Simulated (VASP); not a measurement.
# BAs (F-43m) in VASP: relaxation of cell and atoms with r2SCAN

Aim: the relaxation of cell and atoms of BAs with r2SCAN.

All numbers are computed with VASP 6.6.1; they aren't measurements. Logs are shortened: lines on timing, memory, paths and dates and some standing lists are left out, and cuts for length are marked.

### 1 The cell of the first run

Symmetry: F-43m, No. 216, cubic system. Conventional cell: a = 4.784 Å, b = 4.784 Å, c = 4.784 Å, α = 90.00°, β = 90.00°, γ = 90.00°. Within 2.7 Å of B (site symmetry -43m) lie 4 As at 2.07 Å. As (site symmetry -43m) has 4 B at 2.07 Å within 2.7 Å.

### 2 Relaxation of cell and atoms, r2SCAN

POSCAR

```
BAs
1.0
    0.0000000000      2.3919171773      2.3919171773
    2.3919171773      0.0000000000      2.3919171773
    2.3919171773      2.3919171773      0.0000000000
B As
1 1
Direct
    0.0000000000      0.0000000000      0.0000000000
    0.2500000000      0.2500000000      0.2500000000
```

INCAR.step1

```
  PREC = Accurate
  ENCUT = 600
  ISMEAR = 0
  SIGMA = 0.01
  LREAL = False
  LASPH = True
  NELM = 100
  GGA = PE
  ALGO = Normal
  EDIFF = 1E-4
  LWAVE = True
  LCHARG = False
```

INCAR.step2

```
  PREC = Accurate
  ENCUT = 600
  EDIFF = 1E-6
  ISMEAR = 0
  SIGMA = 0.01
  LREAL = False
  LASPH = True
  NELM = 100
  ALGO = Normal
  ISIF = 3
  LWAVE = False
  LCHARG = False
  METAGGA = R2SCAN
  LMIXTAU = True
  IBRION = 2
  NSW = 80
  EDIFFG = -0.001
  ISTART = 1
```

KPOINTS

```
regular mesh
0
Gamma
  10 10 10
```

Potentials or basis: VASP PAW PBE potentials, release 64 (B, As).

Launch:

```
> cat potpaw_PBE.64/B/POTCAR potpaw_PBE.64/As/POTCAR > POTCAR
> cp INCAR.step1 INCAR
> mpirun -np 1 vasp_std > vasp.out
> cp INCAR.step2 INCAR
> mpirun -np 1 vasp_std > vasp.out
```

OUTCAR:

```text
PREC = Accurate
   ENCUT = 600
   EDIFF = 1E-6
   ISMEAR = 0
   LREAL = False
   LASPH = True
   NELM = 100
   ISIF = 3
   METAGGA = R2SCAN
   IBRION = 2
   NSW = 80
   EDIFFG = -0.001
   ISTART = 1

 ion  position               nearest neighbor table
   1  0.000  0.000  0.000-   2 2.07   2 2.07   2 2.07   2 2.07
   2  0.250  0.250  0.250-   1 2.07   1 2.07   1 2.07   1 2.07

  LATTYP: Found a face centered cubic cell.
 ALAT       =     4.7838343546

  Lattice vectors:

 A1 = (   0.0000000000,   2.3919171773,   2.3919171773)
 A2 = (   2.3919171773,   0.0000000000,   2.3919171773)
 A3 = (   2.3919171773,   2.3919171773,   0.0000000000)

Analysis of symmetry for initial positions (statically):
=====================================================================
 Subroutine PRICEL returns:
 Original cell was already a primitive cell.

 Routine SETGRP: Setting up the symmetry group for a
 face centered cubic supercell.

 Subroutine GETGRP returns: Found 24 space group operations
 (whereof 24 operations were pure point group operations)
 out of a pool of 48 trial point group operations.

The static configuration has the point symmetry T_d .

Analysis of symmetry for dynamics (positions and initial velocities):
=====================================================================
 Subroutine PRICEL returns:
 Original cell was already a primitive cell.

 Routine SETGRP: Setting up the symmetry group for a
 face centered cubic supercell.

 Subroutine GETGRP returns: Found 24 space group operations
 (whereof 24 operations were pure point group operations)
 out of a pool of 48 trial point group operations.

The dynamic configuration has the point symmetry T_d .

 Subroutine INISYM returns: Found 24 space group operations
 (whereof 24 operations are pure point group operations),
 and found     1 'primitive' translations

----------------------------------------------------------------------------------------

                                     Primitive cell

  volume of cell :      27.3696

  direct lattice vectors                    reciprocal lattice vectors
     0.000000000  2.391917177  2.391917177    -0.209037338  0.209037338  0.209037338
     2.391917177  0.000000000  2.391917177     0.209037338 -0.209037338  0.209037338
     2.391917177  2.391917177  0.000000000     0.209037338  0.209037338 -0.209037338

  length of vectors
     3.382681712  3.382681712  3.382681712     0.362063290  0.362063290  0.362063290

  position of ions in fractional coordinates (direct lattice)
     0.000000000  0.000000000  0.000000000
     0.250000000  0.250000000  0.250000000

  ion indices of the primitive-cell ions
   primitive index   ion index
                 1           1
                 2           2

----------------------------------------------------------------------------------------

 KPOINTS: regular mesh

Automatic generation of k-mesh.
 Grid dimensions read from file:
 generate k-points for:   10   10   10

 Generating k-lattice:

  Cartesian coordinates                     Fractional coordinates (reciprocal lattice)
    -0.020903734  0.020903734  0.020903734     0.100000000  0.000000000  0.000000000
     0.020903734 -0.020903734  0.020903734     0.000000000  0.100000000  0.000000000
     0.020903734  0.020903734 -0.020903734     0.000000000  0.000000000  0.100000000

  Length of vectors
     0.036206329  0.036206329  0.036206329

  Shift w.r.t. Gamma in fractional coordinates (k-lattice)
     0.000000000  0.000000000  0.000000000

 Subroutine IBZKPT returns following result:
 ===========================================

 Found     47 irreducible k-points:

 Following reciprocal coordinates:
            Coordinates               Weight
  0.000000  0.000000  0.000000      1.000000
  0.100000  0.000000  0.000000      8.000000
  0.200000  0.000000  0.000000      8.000000
  0.300000  0.000000  0.000000      8.000000
  0.400000  0.000000  0.000000      8.000000
  0.500000  0.000000  0.000000      4.000000
[... 16 lines left out ...]
  0.300000  0.300000  0.000000      6.000000
  0.400000  0.300000  0.000000     24.000000
 [... further k-points ...]
   k-points           NKPTS =     47   k-points in BZ     NKDIM =     47   number of bands    NBANDS=      8
   number of dos      NEDOS =    301   number of ions     NIONS =      2
   total plane-waves  NPLWV =  21952
   dimension x,y,z NGX =    28 NGY =   28 NGZ =   28
   dimension x,y,z NGXF=    56 NGYF=   56 NGZF=   56
   ions per type =               1   1
   NGX,Y,Z   is equivalent  to a cutoff of  13.76, 13.76, 13.76 a.u.
   NGXF,Y,Z  is equivalent  to a cutoff of  27.52, 27.52, 27.52 a.u.
 SYSTEM =  unknown system
   PREC   = accura    normal or accurate (medium, high low for compatibility)
   ISTART =      1    job   : 0-new  1-cont  2-samecut
   ICHARG =      0    charge: 1-file 2-atom 10-const
   ISPIN  =      1    spin polarized calculation?
   LNONCOLLINEAR =      F non collinear calculations
   LSORBIT =      F    spin-orbit coupling
   LASPH  =      T    aspherical Exc in radial PAW
   ENCUT  =  600.0 eV  44.10 Ry    6.64 a.u.   6.76  6.76  6.76*2*pi/ulx,y,z
   NELM   =    100;   NELMIN=  2; NELMDL=  0     # of ELM steps
   EDIFF  = 0.1E-05   stopping-criterion for ELM
   LREAL  =      F    real-space projection
   EDIFFG = -.1E-02   stopping-criterion for IOM
   NSW    =     80    number of steps for IOM
   IBRION =      2    ionic relax: 0-MD 1-quasi-New 2-CG
   NFREE  =      1    steps in history (QN), initial steepest desc. (CG)
   ISIF   =      3    stress and relaxation
   ISYM   =      2    0-nonsym 1-usesym 2-fastsym
   POTIM  = 0.5000    time-step for ionic-motion
   TEBEG  =    0.0;   TEEND  =   0.0 temperature during run
   PSTRESS=    0.0 pullay stress
   NELECT =       8.0000    total number of electrons
   NUPDOWN=      -1.0000    fix difference up-down
   EMIN   =  10.00;   EMAX   =-10.00  energy-range for DOS
   EFERMI =   0.00;   METHOD = LEGACY
   ISMEAR =     0;   SIGMA  =   0.01  broadening in eV -4-tet -1-fermi 0-gaus
   EFERMI_NEDOS =   21; number of points for ismear=-14 and -15
   IALGO  =     38    algorithm
   IMIX   =      4    mixing-type and parameters
     AMIX     =   0.40;   BMIX     =  1.00
     AMIX_MAG =   1.60;   BMIX_MAG =  1.00
  volume/ion in A,a.u.               =      13.68        92.35
  Fermi-wavevector in a.u.,A,eV,Ry     =   1.086464  2.053119 16.060373  1.180404
  Thomas-Fermi vector in A             =   2.222601
   LORBIT       =      0    0 simple, 1 ext, 2 COOP (PROOUT), +10 PAW based schemes
   METAGGA = R2SCAN    functional components
   LHFCALC =     F    Hartree Fock is set to
   AEXX    =    0.0000 exact exchange contribution
   IVDW    =     0    specifies the selected vdW correction
   LEPSILON=     F    determine dielectric tensor
   LRPA    =     F    only Hartree local field effects (RPA)
 conjugate gradient relaxation of ions
 non-spin polarized calculation
 Gauss-broadening in eV      SIGMA  =   0.01
  energy-cutoff  :      600.00
  volume of cell :       27.37
 maximum number of plane-waves:       941
   NGX = 13   NGY = 13   NGZ = 13

--------------------------------------- Ionic step        1  -------------------------------------------

 number of electron       8.0000000 magnetization

 Free energy of the ion-electron system (eV)
  ---------------------------------------------------
  ext. energy  EPLUGINS =         0.00000000
  ---------------------------------------------------
  free energy    TOTEN  =       -22.25751017 eV

  energy without entropy =      -22.25751017  energy(sigma->0) =      -22.25751017

------------------------ aborting loop because EDIFF is reached ----------------------------------------

  FORCE on cell =-STRESS in cart. coord.  units (eV):
  Direction    XX          YY          ZZ          XY          YZ          ZX
  --------------------------------------------------------------------------------------
  -------------------------------------------------------------------------------------
  Total        0.0408090      0.0408090      0.0408090      0.0000000      0.0000000     -0.0000000
  in kB        2.3889035      2.3889035      2.3889035      0.0000000      0.0000000     -0.0000000
  external PRESSURE =       2.3889035 kB  Pullay stress =       0.0000000 kB

 VOLUME and BASIS-vectors are now :
 -----------------------------------------------------------------------------
  energy-cutoff  :      600.00
  volume of cell :       27.37
      direct lattice vectors                 reciprocal lattice vectors
     0.000000000  2.391917177  2.391917177    -0.209037338  0.209037338  0.209037338
     2.391917177  0.000000000  2.391917177     0.209037338 -0.209037338  0.209037338
     2.391917177  2.391917177  0.000000000     0.209037338  0.209037338 -0.209037338
[... 37 lines left out ...]
 POSITION                                       TOTAL-FORCE (eV/Angst)
 -----------------------------------------------------------------------------------
      0.00000      2.39427      2.39427        -0.000000     -0.000000      0.000000
      1.19714      1.19714      1.19714         0.000000      0.000000     -0.000000
 -----------------------------------------------------------------------------------
    total drift:                               -0.000000     -0.000000     -0.000000

  FREE ENERGIE OF THE ION-ELECTRON SYSTEM (eV)
  ---------------------------------------------------
  free  energy   TOTEN  =       -22.2575194791 eV

  energy  without entropy=      -22.2575194791  energy(sigma->0) =      -22.25751948

--------------------------------------- Ionic step        3  -------------------------------------------

 number of electron       8.0000000 magnetization

 Free energy of the ion-electron system (eV)
  ---------------------------------------------------
  ext. energy  EPLUGINS =         0.00000000
  ---------------------------------------------------
  free energy    TOTEN  =       -22.25754029 eV

  energy without entropy =      -22.25754029  energy(sigma->0) =      -22.25754029

 E-fermi :   6.0291     XC(G=0): -11.1063

 val. band max:        5.9578528858   @ k =   0.0000   0.0000   0.0000
 cond. band min:       7.3348645076   @ k =   0.4000   0.4000   0.0000
 fundamental gap:      1.3770116218
 Fermi energy:         6.0291352523

 k-point     1 :       0.0000    0.0000    0.0000
  band No.  band energies     occupation
      1     -10.1441      2.00000
      2       5.9579      2.00000
      3       5.9579      2.00000
      4       5.9579      2.00000
      5       9.3969      0.00000
      6       9.3969      0.00000
      7       9.3969      0.00000
      8      11.0325      0.00000

 k-point     2 :       0.1000    0.0000    0.0000
  band No.  band energies     occupation
      1      -9.9725      2.00000
      2       4.4921      2.00000
      3       5.6384      2.00000
      4       5.6384      2.00000
      5       9.6186      0.00000
      6       9.8184      0.00000
      7       9.8184      0.00000
      8      11.9213      0.00000
[... 221 lines left out ...]
 k-point    23 :       0.3000    0.3000    0.0000
  band No.  band energies     occupation
      1      -8.1381      2.00000
      2       0.4580      2.00000
      3       2.6069      2.00000
      4       2.6069      2.00000
      5       7.5500      0.00000
      6       9.9427      0.00000
      7      14.9096      0.00000
      8      14.9096      0.00000

 k-point    24 :       0.4000    0.3000    0.0000
  band No.  band energies     occupation
      1      -7.3729      2.00000
      2      -0.8553      2.00000
      3       1.7994      2.00000
      4       2.2953      2.00000
      5       7.8677      0.00000
      6       9.6662      0.00000
      7      15.3307      0.00000
      8      15.5637      0.00000

 [... further k-points ...]
[... 5 lines left out ...]
  --------------------------------------------------------------------------------------
  -------------------------------------------------------------------------------------
  Total       -0.0004141     -0.0004141     -0.0004141     -0.0000000      0.0000000     -0.0000000
  in kB       -0.0242032     -0.0242032     -0.0242032     -0.0000000      0.0000000     -0.0000000
  external PRESSURE =      -0.0242032 kB  Pullay stress =       0.0000000 kB

 VOLUME and BASIS-vectors are now :
 -----------------------------------------------------------------------------
  energy-cutoff  :      600.00
  volume of cell :       27.41
      direct lattice vectors                 reciprocal lattice vectors
     0.000000000  2.393168685  2.393168685    -0.208928022  0.208928022  0.208928022
     2.393168685 -0.000000000  2.393168685     0.208928022 -0.208928022  0.208928022
     2.393168685  2.393168685 -0.000000000     0.208928022  0.208928022 -0.208928022

 POSITION                                       TOTAL-FORCE (eV/Angst)
 -----------------------------------------------------------------------------------
      0.00000      0.00000      0.00000         0.000000      0.000000      0.000000
      1.19658      1.19658      1.19658        -0.000000     -0.000000     -0.000000
 -----------------------------------------------------------------------------------
    total drift:                               -0.000000     -0.000000     -0.000000

  FREE ENERGIE OF THE ION-ELECTRON SYSTEM (eV)
  ---------------------------------------------------
  free  energy   TOTEN  =       -22.2575402878 eV

  energy  without entropy=      -22.2575402878  energy(sigma->0) =      -22.25754029

 reached required accuracy - stopping structural energy minimisation
```

It took 74 s on 1 thread of AMD EPYC 9R45 (Zen 5), shared host; peak memory 0.15 GiB.

What came out:

- Free energy: -22.2575 eV
- Relaxed volume: 13.71 Å³/atom
- Relaxed cell: a = 3.384 Å, b = 3.384 Å, c = 3.384 Å, α = 60.00°, β = 60.00°, γ = 60.00°
- Space group after relaxing (to 0.05 Å): F-43m (No. 216)
- Energy gained by relaxing: 0.0 meV/atom
- Ionic steps: 3
- Pressure after relaxing: 0.0 GPa
- Band gap on the k mesh: 1.38 eV, indirect (least direct gap 3.44 eV)

Final structure:
```cif
data_structure
_symmetry_space_group_name_H-M 'P 1'
_symmetry_Int_Tables_number 1
_cell_length_a 3.3845
_cell_length_b 3.3845
_cell_length_c 3.3845
_cell_angle_alpha 60.000
_cell_angle_beta 60.000
_cell_angle_gamma 60.000
_cell_volume 27.41
loop_
_atom_site_label
_atom_site_type_symbol
_atom_site_fract_x
_atom_site_fract_y
_atom_site_fract_z
_atom_site_occupancy
B1 B 0.00000 0.00000 0.00000 1
As1 As 0.25000 0.25000 0.25000 1
```

Levels at points of the mesh, in eV from the valence-band top:
```tsv
k point	band 1	band 2	band 3	band 4	band 5	band 6	band 7	band 8
(0.00, 0.00, 0.00)	-16.10	0.00	0.00	0.00	3.44	3.44	3.44	5.07
(0.50, 0.00, 0.00)	-13.10	-9.20	-1.93	-1.93	2.94	5.05	5.05	9.56
(0.50, 0.50, 0.00)	-11.67	-9.03	-4.28	-4.28	1.62	1.70	12.10	12.10
```

Caveat: the PAW data sets were made with another functional, which shifts forces and pressure a little. A k mesh can miss the band edges.
